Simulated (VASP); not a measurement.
# Al (Fm-3m) in VASP: further runs, part 3 of 3

VASP 6.6.1. Earlier steps stand in the parts before.

### 4 Electric field gradients, PBEsol (volume scaled by 1.04)

Input file INCAR:

```
SYSTEM = Al
PREC     = Accurate       ! precision mode
ENCUT    = 520            ! plane-wave cutoff, eV
EDIFF    = 1E-8           ! SCF threshold, eV
ISMEAR   = -1             ! smearing method
SIGMA    = 0.05           ! smearing width, eV
LREAL    = .False.        ! projectors in reciprocal space
LASPH    = .True.         ! aspherical terms in the spheres
NELM     = 80             ! most SCF steps
ALGO     = Normal         ! electronic algorithm
ISIF     = 2              ! what is computed and relaxed
LWAVE    = .False.        ! write WAVECAR
LCHARG   = .False.        ! write CHGCAR
GGA      = PS             ! functional
LEFG     = .True.       
NBANDS   = 8              ! bands
```

Input file KPOINTS:

```
Automatic mesh
0
Gamma
  14 14 14
  0 0 0
```

Input file POSCAR:

```
Al
1.0
    0.0000000000      2.0506143701      2.0506143701
    2.0506143701      0.0000000000      2.0506143701
    2.0506143701      2.0506143701      0.0000000000
Al
1
Direct
    0.0000000000      0.0000000000      0.0000000000
```

Potentials or basis: VASP PAW PBE potentials, release 64 (Al).

Run with:

```sh
$ cat potpaw_PBE.64/Al/POTCAR > POTCAR
$ mpirun -np 1 vasp_std > vasp.out
```

OUTCAR:

```text
SYSTEM = Al
   PREC = Accurate
   ENCUT = 520
   EDIFF = 1E-8
   ISMEAR = -1
   LREAL = .False.
   LASPH = .True.
   NELM = 80
   ISIF = 2
   GGA = PS

 ion  position               nearest neighbor table
   1  0.000  0.000  0.000-

  LATTYP: Found a face centered cubic cell.
 ALAT       =     4.1012287402

  Lattice vectors:

 A1 = (   0.0000000000,   2.0506143701,   2.0506143701)
 A2 = (   2.0506143701,   0.0000000000,   2.0506143701)
 A3 = (   2.0506143701,   2.0506143701,   0.0000000000)

Analysis of symmetry for initial positions (statically):
[... 5 lines left out ...]
 face centered cubic supercell.

 Subroutine GETGRP returns: Found 48 space group operations
 (whereof 48 operations were pure point group operations)
 out of a pool of 48 trial point group operations.

The static configuration has the point symmetry O_h .

Analysis of symmetry for dynamics (positions and initial velocities):
[... 5 lines left out ...]
 face centered cubic supercell.

 Subroutine GETGRP returns: Found 48 space group operations
 (whereof 48 operations were pure point group operations)
 out of a pool of 48 trial point group operations.

The dynamic configuration has the point symmetry O_h .

 Subroutine INISYM returns: Found 48 space group operations
 (whereof 48 operations are pure point group operations),
 and found     1 'primitive' translations

----------------------------------------------------------------------------------------

                                     Primitive cell

  volume of cell :      17.2457

  direct lattice vectors                    reciprocal lattice vectors
     0.000000000  2.050614370  2.050614370    -0.243829365  0.243829365  0.243829365
     2.050614370  0.000000000  2.050614370     0.243829365 -0.243829365  0.243829365
     2.050614370  2.050614370  0.000000000     0.243829365  0.243829365 -0.243829365

  length of vectors
     2.900006653  2.900006653  2.900006653     0.422324849  0.422324849  0.422324849

  position of ions in fractional coordinates (direct lattice)
     0.000000000  0.000000000  0.000000000

  ion indices of the primitive-cell ions
   primitive index   ion index
                 1           1

----------------------------------------------------------------------------------------

 KPOINTS: Automatic mesh

Automatic generation of k-mesh.
 Grid dimensions read from file:
 generate k-points for:   14   14   14

 Generating k-lattice:

  Cartesian coordinates                     Fractional coordinates (reciprocal lattice)
    -0.017416383  0.017416383  0.017416383     0.071428571  0.000000000  0.000000000
     0.017416383 -0.017416383  0.017416383     0.000000000  0.071428571  0.000000000
     0.017416383  0.017416383 -0.017416383     0.000000000  0.000000000  0.071428571

  Length of vectors
     0.030166061  0.030166061  0.030166061

  Shift w.r.t. Gamma in fractional coordinates (k-lattice)
     0.000000000  0.000000000  0.000000000

 Subroutine IBZKPT returns following result:
[... 44 lines left out ...]
   LNONCOLLINEAR =      F non collinear calculations
   LSORBIT =      F    spin-orbit coupling
   LASPH  =      T    aspherical Exc in radial PAW
   ENCUT  =  520.0 eV  38.22 Ry    6.18 a.u.   5.39  5.39  5.39*2*pi/ulx,y,z
   NELM   =     80;   NELMIN=  2; NELMDL= -5     # of ELM steps
   EDIFF  = 0.1E-07   stopping-criterion for ELM
   LREAL  =      F    real-space projection
   EDIFFG = 0.1E-06   stopping-criterion for IOM
   NSW    =      0    number of steps for IOM
   IBRION =     -1    ionic relax: 0-MD 1-quasi-New 2-CG
   NFREE  =      0    steps in history (QN), initial steepest desc. (CG)
   ISIF   =      2    stress and relaxation
   ISYM   =      2    0-nonsym 1-usesym 2-fastsym
   POTIM  = 0.5000    time-step for ionic-motion
   TEBEG  =    0.0;   TEEND  =   0.0 temperature during run
   PSTRESS=    0.0 pullay stress
   NELECT =       3.0000    total number of electrons
   NUPDOWN=      -1.0000    fix difference up-down
   EMIN   =  10.00;   EMAX   =-10.00  energy-range for DOS
[... 5 lines left out ...]
     AMIX     =   0.40;   BMIX     =  1.00
     AMIX_MAG =   1.60;   BMIX_MAG =  1.00
  volume/ion in A,a.u.               =      17.25       116.38
  Fermi-wavevector in a.u.,A,eV,Ry     =   0.913877  1.726978 11.363203  0.835172
  Thomas-Fermi vector in A             =   2.038440
   LORBIT       =      0    0 simple, 1 ext, 2 COOP (PROOUT), +10 PAW based schemes
   GGA     = PS    functional components
   LHFCALC =     F    Hartree Fock is set to
   AEXX    =    0.0000 exact exchange contribution
   IVDW    =     0    specifies the selected vdW correction
   LEPSILON=     F    determine dielectric tensor
   LRPA    =     F    only Hartree local field effects (RPA)
 non-spin polarized calculation
  energy-cutoff  :      520.00
  volume of cell :       17.25
 maximum number of plane-waves:       483
 NGX is ok and might be reduce to    24
   NGX = 11   NGY = 11   NGZ = 11

 number of electron       3.0000000 magnetization

 Free energy of the ion-electron system (eV)
  ---------------------------------------------------
  ext. energy  EPLUGINS =         0.00000000
  ---------------------------------------------------
  free energy    TOTEN  =        -4.07001194 eV

  energy without entropy =       -4.06526942  energy(sigma->0) =       -4.06764068

 E-fermi :   7.4724     XC(G=0): -10.0972

 val. band max:        7.4081914285   @ k =  -0.2857   0.5000   0.2143
 cond. band min:       7.4948728207   @ k =  -0.3571   0.4286   0.2143
 fundamental gap:      0.0866813923
 Fermi energy:         7.4723809054

 k-point     1 :       0.0000    0.0000    0.0000
  band No.  band energies     occupation
      1      -3.3312      2.00000
      2      19.8516      0.00000
      3      19.8516      0.00000
      4      19.8516      0.00000
      5      21.0150      0.00000
      6      21.0150      0.00000
      7      21.0150      0.00000
      8      23.6623      0.00000
[... 243 lines left out ...]
 k-point    24 :       0.2857    0.1429    0.0000
  band No.  band energies     occupation
      1      -1.3689      2.00000
      2      11.6681      0.00000
      3      15.6510      0.00000
      4      17.2269      0.00000
      5      17.5246      0.00000
      6      21.2849      0.00000
      7      25.1405      0.00000
      8      25.6758      0.00000

 [... further k-points ...]
[... 5 lines left out ...]
  --------------------------------------------------------------------------------------
  -------------------------------------------------------------------------------------
  Total       -0.4993811     -0.4993811     -0.4993811      0.0000000      0.0000000      0.0000000
  in kB      -46.3938835    -46.3938835    -46.3938835      0.0000000      0.0000000      0.0000000
  external PRESSURE =     -46.3938835 kB  Pullay stress =       0.0000000 kB

 VOLUME and BASIS-vectors are now :
 -----------------------------------------------------------------------------
  energy-cutoff  :      520.00
  volume of cell :       17.25
      direct lattice vectors                 reciprocal lattice vectors
     0.000000000  2.050614370  2.050614370    -0.243829365  0.243829365  0.243829365
     2.050614370  0.000000000  2.050614370     0.243829365 -0.243829365  0.243829365
     2.050614370  2.050614370  0.000000000     0.243829365  0.243829365 -0.243829365

 POSITION                                       TOTAL-FORCE (eV/Angst)
 -----------------------------------------------------------------------------------
      0.00000      0.00000      0.00000         0.000000     -0.000000      0.000000
 -----------------------------------------------------------------------------------
    total drift:                               -0.000000      0.000000     -0.000000

  FREE ENERGIE OF THE ION-ELECTRON SYSTEM (eV)
  ---------------------------------------------------
  free  energy   TOTEN  =        -4.0700119411 eV

  energy  without entropy=       -4.0652694219  energy(sigma->0) =       -4.06764068

 Electric field gradients (V/A^2)
---------------------------------------------------------------------
 ion       V_xx      V_yy      V_zz      V_xy      V_xz      V_yz
---------------------------------------------------------------------
   1      -0.000     0.000    -0.000     0.000     0.000     0.000
---------------------------------------------------------------------

 Electric field gradients after diagonalization (V/A^2)
 (convention: |V_zz| > |V_xx| > |V_yy|)
----------------------------------------------------------------------
 ion       V_xx      V_yy      V_zz     asymmetry (V_yy - V_xx)/ V_zz
----------------------------------------------------------------------
   1      -0.000    -0.000     0.000       0.000
----------------------------------------------------------------------

           NMR quadrupolar parameters

 Cq : quadrupolar parameter    Cq=e*Q*V_zz/h
 eta: asymmetry parameters     (V_yy - V_xx)/ V_zz
 Q  : nuclear electric quadrupole moment in mb (millibarn)
----------------------------------------------------------------------
 ion       Cq(MHz)       eta       Q (mb)
----------------------------------------------------------------------
   1       0.000       0.000       1.000
----------------------------------------------------------------------
```

Run time: 33 s. Hardware: 1 thread of AMD EPYC 7R13, shared host; peak memory 0.11 GiB.

Results:

```
Free energy : -4.0700 eV
Pressure    : -4.6 GPa
```

Levels at points of the mesh, in eV from the Fermi level:
| k point | band 1 | band 2 | band 3 | band 4 |
| --- | --- | --- | --- | --- |
| (0.00, 0.00, 0.00) | -10.80 | 12.38 | 12.38 | 12.38 |
| (0.50, 0.00, 0.00) | -4.40 | -4.29 | 10.96 | 10.96 |
| (0.50, 0.50, 0.00) | -2.79 | -1.58 | 5.27 | 5.41 |

Caveat: without QUAD_EFG the Cq values of the log hold for a quadrupole moment of 1 mb, not for the nuclei; the PAW data sets were made with another functional, which shifts forces and pressure a little.

### 5 Overview

```csv
cell,gap on the mesh (eV),pressure (GPa)
"a = 2.862 Å, angles 60.0°, 1 atom",none,-2.1
"a = 2.872 Å, angles 60.0°, 1 atom",none,-2.8
"a = 2.900 Å, angles 60.0°, 1 atom",none,-4.6
```

Alike in all rows: task electric field gradients; level PBEsol; potentials or basis VASP PAW PBE potentials, release 64 (Al); no spin polarisation; k mesh 14 × 14 × 14; cutoff (eV) 520; smearing fermi-dirac 0.05 eV.

Caveats: the PAW data sets were made with another functional, which shifts forces and pressure a little.

Total energies depend on the potentials used, so only differences within one code and one set of settings carry meaning.
